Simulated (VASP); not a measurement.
Crystal: BaTiO3.

```xyz
5
Lattice="3.9855 0.0000 0.0000 0.0000 2.8369 -2.8451 0.0000 2.8369 2.8451" Properties=species:S:1:pos:R:3 pbc="T T T"
Ba    0.0000    0.0000    0.0000
Ti    1.9928    2.8369    0.0706
O     0.0000    2.8369   -0.0717
O     1.9928    1.4565    1.4143
O     1.9928    4.2173    1.4143
```

Base run:

```yaml
Program: VASP 6.6.1
Functional: r2SCAN
Potentials_or_basis: VASP PAW PBE potentials, release 64 (Ba_sv, Ti_sv, O)
Cutoff: 660 eV
k_mesh: 6 × 6 × 6
Occupations: gaussian, width 0.01 eV
Spin: no spin polarisation
Hubbard_terms: Ti d U = 5.0 eV
```

Its results: band gap on the k mesh 2.91 eV (least direct gap 3.17 eV); pressure 5.0 GPa; largest force 0.665 eV/Å.

Q: The run is repeated on the same cell with these changes: hubbard terms from Ti d U = 5.0 eV to Ti d U = 7.0 eV. What comes out?

A: Band gap on the k mesh 3.21 eV (least direct gap 3.48 eV); pressure 6.8 GPa; largest force 0.982 eV/Å.

Caveats: the cell stands under pressure; the PAW data sets were made with another functional, which shifts forces and pressure a little; spin-orbit coupling is left out, which moves the levels of the heavy elements.

A k mesh can miss the band edges.
